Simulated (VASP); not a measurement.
# Lu (Pm-3m) in VASP: single point with LDA

Aim: the single point of Lu with LDA.

All numbers are computed with VASP 6.6.1; they aren't measurements. Logs are shortened: lines on timing, memory, paths and dates and some standing lists are left out, and cuts for length are marked.

## (1) The cell of the first run

Symmetry: Pm-3m, No. 221, cubic system. The conventional cell has a = 4.027 Å, b = 4.027 Å, c = 4.027 Å, α = 90.00°, β = 90.00°, γ = 90.00°. Lu (site symmetry m-3m) has 6 Lu at 4.03 Å within 5.3 Å.

This isn't the form of Lu at room conditions, which is hcp.

## (2) Single point, LDA

Input file INCAR:

```
SYSTEM = Lu
PREC = Accurate
ENCUT = 600
EDIFF = 1E-6
ISMEAR = -1
SIGMA = 0.1
LREAL = .FALSE.
LASPH = .TRUE.
NELM = 120
ALGO = Normal
ISIF = 2
LWAVE = .FALSE.
LCHARG = .FALSE.
GGA = CA
NBANDS = 18
GGA_COMPAT = .FALSE.
```

Input file KPOINTS:

```
Automatic mesh
0
G
  6 6 6
  0 0 0
```

Input file POSCAR:

```
Lu
1.0
    4.0270000000      0.0000000000      0.0000000000
    0.0000000000      4.0270000000      0.0000000000
    0.0000000000      0.0000000000      4.0270000000
Lu
1
Direct
    0.0000000000      0.0000000000      0.0000000000
```

Potentials or basis: VASP PAW PBE potentials, release 64 (Lu).

Started as:

```sh
> cat potpaw_PBE.64/Lu/POTCAR > POTCAR
> mpirun -np 1 vasp_std > vasp.out
```

OUTCAR:

```text
SYSTEM = Lu
   PREC = Accurate
   ENCUT = 600
   EDIFF = 1E-6
   ISMEAR = -1
   LREAL = .FALSE.
   LASPH = .TRUE.
   NELM = 120
   ISIF = 2
   GGA = CA

 ion  position               nearest neighbor table
   1  0.000  0.000  0.000-

  LATTYP: Found a simple cubic cell.
 ALAT       =     4.0270000000

  Lattice vectors:

 A1 = (   4.0270000000,   0.0000000000,   0.0000000000)
 A2 = (   0.0000000000,   4.0270000000,   0.0000000000)
 A3 = (   0.0000000000,   0.0000000000,   4.0270000000)

Analysis of symmetry for initial positions (statically):
=====================================================================
 Subroutine PRICEL returns:
 Original cell was already a primitive cell.

 Routine SETGRP: Setting up the symmetry group for a
 simple cubic supercell.

 Subroutine GETGRP returns: Found 48 space group operations
 (whereof 48 operations were pure point group operations)
 out of a pool of 48 trial point group operations.

The static configuration has the point symmetry O_h .

Analysis of symmetry for dynamics (positions and initial velocities):
=====================================================================
 Subroutine PRICEL returns:
 Original cell was already a primitive cell.

 Routine SETGRP: Setting up the symmetry group for a
 simple cubic supercell.

 Subroutine GETGRP returns: Found 48 space group operations
 (whereof 48 operations were pure point group operations)
 out of a pool of 48 trial point group operations.

The dynamic configuration has the point symmetry O_h .

 Subroutine INISYM returns: Found 48 space group operations
 (whereof 48 operations are pure point group operations),
 and found     1 'primitive' translations

----------------------------------------------------------------------------------------

                                     Primitive cell

  volume of cell :      65.3048

  direct lattice vectors                    reciprocal lattice vectors
     4.027000000  0.000000000  0.000000000     0.248323814  0.000000000  0.000000000
     0.000000000  4.027000000  0.000000000     0.000000000  0.248323814  0.000000000
     0.000000000  0.000000000  4.027000000     0.000000000  0.000000000  0.248323814

  length of vectors
     4.027000000  4.027000000  4.027000000     0.248323814  0.248323814  0.248323814

  position of ions in fractional coordinates (direct lattice)
     0.000000000  0.000000000  0.000000000

  ion indices of the primitive-cell ions
   primitive index   ion index
                 1           1

----------------------------------------------------------------------------------------

 KPOINTS: Automatic mesh

Automatic generation of k-mesh.
 Grid dimensions read from file:
 generate k-points for:    6    6    6

 Generating k-lattice:

  Cartesian coordinates                     Fractional coordinates (reciprocal lattice)
     0.041387302  0.000000000  0.000000000     0.166666667  0.000000000  0.000000000
     0.000000000  0.041387302  0.000000000     0.000000000  0.166666667  0.000000000
     0.000000000  0.000000000  0.041387302     0.000000000  0.000000000  0.166666667

  Length of vectors
     0.041387302  0.041387302  0.041387302

  Shift w.r.t. Gamma in fractional coordinates (k-lattice)
     0.000000000  0.000000000  0.000000000

 Subroutine IBZKPT returns following result:
 ===========================================

 Found     20 irreducible k-points:

 Following reciprocal coordinates:
            Coordinates               Weight
  0.000000  0.000000  0.000000      1.000000
  0.166667  0.000000  0.000000      6.000000
  0.333333  0.000000  0.000000      6.000000
  0.500000  0.000000  0.000000      3.000000
  0.166667  0.166667  0.000000     12.000000
  0.333333  0.166667  0.000000     24.000000
[... 12 lines left out ...]
  0.500000  0.500000  0.333333      6.000000
  0.500000  0.500000  0.500000      1.000000
   k-points           NKPTS =     20   k-points in BZ     NKDIM =     20   number of bands    NBANDS=     18
   number of dos      NEDOS =    301   number of ions     NIONS =      1
   total plane-waves  NPLWV =  32768
   dimension x,y,z NGX =    32 NGY =   32 NGZ =   32
   dimension x,y,z NGXF=    64 NGYF=   64 NGZF=   64
   ions per type =               1
   NGX,Y,Z   is equivalent  to a cutoff of  13.21, 13.21, 13.21 a.u.
   NGXF,Y,Z  is equivalent  to a cutoff of  26.42, 26.42, 26.42 a.u.
 SYSTEM =  Lu
   PREC   = accura    normal or accurate (medium, high low for compatibility)
   ISTART =      0    job   : 0-new  1-cont  2-samecut
   ICHARG =      2    charge: 1-file 2-atom 10-const
   ISPIN  =      1    spin polarized calculation?
   LNONCOLLINEAR =      F non collinear calculations
   LSORBIT =      F    spin-orbit coupling
   LASPH  =      T    aspherical Exc in radial PAW
   ENCUT  =  600.0 eV  44.10 Ry    6.64 a.u.   8.04  8.04  8.04*2*pi/ulx,y,z
   NELM   =    120;   NELMIN=  2; NELMDL= -5     # of ELM steps
   EDIFF  = 0.1E-05   stopping-criterion for ELM
   LREAL  =      F    real-space projection
[... 7 lines left out ...]
   TEBEG  =    0.0;   TEEND  =   0.0 temperature during run
   PSTRESS=    0.0 pullay stress
   NELECT =      25.0000    total number of electrons
   NUPDOWN=      -1.0000    fix difference up-down
   EMIN   =  10.00;   EMAX   =-10.00  energy-range for DOS
   EFERMI =   0.00;   METHOD = LEGACY
   ISMEAR =    -1;   SIGMA  =   0.10  broadening in eV -4-tet -1-fermi 0-gaus
   EFERMI_NEDOS =   21; number of points for ismear=-14 and -15
   IALGO  =     38    algorithm
   IMIX   =      4    mixing-type and parameters
     AMIX     =   0.40;   BMIX     =  1.00
     AMIX_MAG =   1.60;   BMIX_MAG =  1.00
  volume/ion in A,a.u.               =      65.30       440.70
  Fermi-wavevector in a.u.,A,eV,Ry     =   1.188703  2.246322 19.225220  1.413014
  Thomas-Fermi vector in A             =   2.324826
   LORBIT       =      0    0 simple, 1 ext, 2 COOP (PROOUT), +10 PAW based schemes
   GGA     = CA    functional components
   LHFCALC =     F    Hartree Fock is set to
   AEXX    =    0.0000 exact exchange contribution
   IVDW    =     0    specifies the selected vdW correction
   LEPSILON=     F    determine dielectric tensor
   LRPA    =     F    only Hartree local field effects (RPA)
 non-spin polarized calculation
  energy-cutoff  :      600.00
  volume of cell :       65.30
 maximum number of plane-waves:      2212
   NGX = 17   NGY = 17   NGZ = 17

 number of electron      25.0000010 magnetization

 Free energy of the ion-electron system (eV)
  ---------------------------------------------------
  ext. energy  EPLUGINS =         0.00000000
  ---------------------------------------------------
  free energy    TOTEN  =        -2.89875707 eV

  energy without entropy =       -2.79239363  energy(sigma->0) =       -2.84557535

 E-fermi :  -0.5191     XC(G=0):  -7.5728

 val. band max:       -0.5344578853   @ k =   0.3333   0.0000   0.0000
 cond. band min:      -0.5143192600   @ k =   0.5000   0.5000   0.3333
 fundamental gap:      0.0201386253
 Fermi energy:        -0.5190615776

 k-point     1 :       0.0000    0.0000    0.0000
  band No.  band energies     occupation
      1     -58.4244      2.00000
      2     -29.1492      2.00000
      3     -29.1492      2.00000
      4     -29.1492      2.00000
      5      -7.3315      2.00000
      6      -7.3315      2.00000
[... 10 lines left out ...]
     17       2.1848      0.00000
     18       5.6699      0.00000

 k-point     2 :       0.1667    0.0000    0.0000
  band No.  band energies     occupation
      1     -58.4242      2.00000
      2     -29.1605      2.00000
      3     -29.1484      2.00000
      4     -29.1484      2.00000
      5      -7.3324      2.00000
      6      -7.3305      2.00000
[... 10 lines left out ...]
     17       2.2089      0.00000
     18       4.2231      0.00000

 k-point     3 :       0.3333    0.0000    0.0000
  band No.  band energies     occupation
      1     -58.4237      2.00000
      2     -29.1830      2.00000
      3     -29.1467      2.00000
      4     -29.1467      2.00000
      5      -7.3357      2.00000
      6      -7.3342      2.00000
[... 10 lines left out ...]
     17       2.2580      0.00000
     18       2.9560      0.00000

 k-point     4 :       0.5000    0.0000    0.0000
  band No.  band energies     occupation
      1     -58.4235      2.00000
      2     -29.1942      2.00000
      3     -29.1458      2.00000
      4     -29.1458      2.00000
      5      -7.3389      2.00000
      6      -7.3350      2.00000
[... 10 lines left out ...]
     17       2.2830      0.00000
     18       2.7533      0.00000

 k-point     5 :       0.1667    0.1667    0.0000
  band No.  band energies     occupation
      1     -58.4239      2.00000
      2     -29.1598      2.00000
      3     -29.1595      2.00000
      4     -29.1475      2.00000
      5      -7.3316      2.00000
      6      -7.3312      2.00000
[... 10 lines left out ...]
     17       1.9622      0.00000
     18       4.5421      0.00000

 k-point     6 :       0.3333    0.1667    0.0000
  band No.  band energies     occupation
      1     -58.4235      2.00000
      2     -29.1820      2.00000
      3     -29.1578      2.00000
      4     -29.1458      2.00000
      5      -7.3353      2.00000
      6      -7.3324      2.00000
[... 223 lines left out ...]
 k-point    17 :       0.3333    0.3333    0.3333
  band No.  band energies     occupation
      1     -58.4223      2.00000
      2     -29.1775      2.00000
      3     -29.1770      2.00000
      4     -29.1770      2.00000
      5      -7.3313      2.00000
      6      -7.3307      2.00000
[... 10 lines left out ...]
     17       1.1465      0.00000
     18       4.7158      0.00000

 k-point    18 :       0.5000    0.3333    0.3333
  band No.  band energies     occupation
      1     -58.4221      2.00000
      2     -29.1881      2.00000
      3     -29.1764      2.00000
      4     -29.1761      2.00000
      5      -7.3342      2.00000
      6      -7.3305      2.00000
[... 10 lines left out ...]
     17       2.2891      0.00000
     18       2.8844      0.00000

 k-point    19 :       0.5000    0.5000    0.3333
  band No.  band energies     occupation
      1     -58.4219      2.00000
      2     -29.1871      2.00000
      3     -29.1871      2.00000
      4     -29.1753      2.00000
      5      -7.3335      2.00000
      6      -7.3335      2.00000
[... 10 lines left out ...]
     17       2.4850      0.00000
     18       2.8953      0.00000

 k-point    20 :       0.5000    0.5000    0.5000
  band No.  band energies     occupation
      1     -58.4217      2.00000
      2     -29.1861      2.00000
      3     -29.1861      2.00000
      4     -29.1861      2.00000
      5      -7.3327      2.00000
      6      -7.3327      2.00000
[... 10 lines left out ...]
     17       2.7214      0.00000
     18       2.9275      0.00000

------------------------ aborting loop because EDIFF is reached ----------------------------------------

  FORCE on cell =-STRESS in cart. coord.  units (eV):
  Direction    XX          YY          ZZ          XY          YZ          ZX
  --------------------------------------------------------------------------------------
  -------------------------------------------------------------------------------------
  Total       -2.7233058     -2.7233058     -2.7233058      0.0000000      0.0000000     -0.0000000
  in kB      -66.8131752    -66.8131752    -66.8131752      0.0000000      0.0000000     -0.0000000
  external PRESSURE =     -66.8131752 kB  Pullay stress =       0.0000000 kB

 VOLUME and BASIS-vectors are now :
 -----------------------------------------------------------------------------
  energy-cutoff  :      600.00
  volume of cell :       65.30
      direct lattice vectors                 reciprocal lattice vectors
     4.027000000  0.000000000  0.000000000     0.248323814  0.000000000  0.000000000
     0.000000000  4.027000000  0.000000000     0.000000000  0.248323814  0.000000000
     0.000000000  0.000000000  4.027000000     0.000000000  0.000000000  0.248323814

 POSITION                                       TOTAL-FORCE (eV/Angst)
 -----------------------------------------------------------------------------------
      0.00000      0.00000      0.00000         0.000000      0.000000      0.000000
 -----------------------------------------------------------------------------------
    total drift:                                0.000000      0.000000      0.000000

  FREE ENERGIE OF THE ION-ELECTRON SYSTEM (eV)
  ---------------------------------------------------
  free  energy   TOTEN  =        -2.8987570749 eV

  energy  without entropy=       -2.7923936319  energy(sigma->0) =       -2.84557535
```

Wall time 19 s (1 thread of Intel Xeon 8259CL, shared host); peak memory 0.17 GiB.

What came out:

```
Free energy            : -2.8988 eV
Pressure               : -6.7 GPa
Band gap on the k mesh : zero (an odd number of electrons rules out a gap without spin polarisation)
```

Levels at points of the mesh, in eV from the Fermi level:
```tsv
k point	band 9	band 10	band 11	band 12	band 13	band 14	band 15	band 16	band 17	band 18
(0.00, 0.00, 0.00)	-6.81	-6.81	-6.81	-4.10	-0.03	-0.03	2.70	2.70	2.70	6.19
(0.50, 0.00, 0.00)	-6.81	-6.80	-6.80	-2.47	-0.40	0.28	1.68	1.68	2.80	3.27
(0.50, 0.50, 0.00)	-6.81	-6.80	-6.80	-0.85	-0.40	1.39	1.39	1.89	1.89	3.32
(0.50, 0.50, 0.50)	-6.80	-6.80	-6.80	0.17	0.17	0.17	3.24	3.24	3.24	3.45
```

Caveat: the cell stands under tension; the PAW data sets were made with another functional, which shifts forces and pressure a little; spin-orbit coupling is left out, which moves the levels of the heavy elements.

The gap in the log of VASP goes by the Fermi energy; the results here count the filled bands.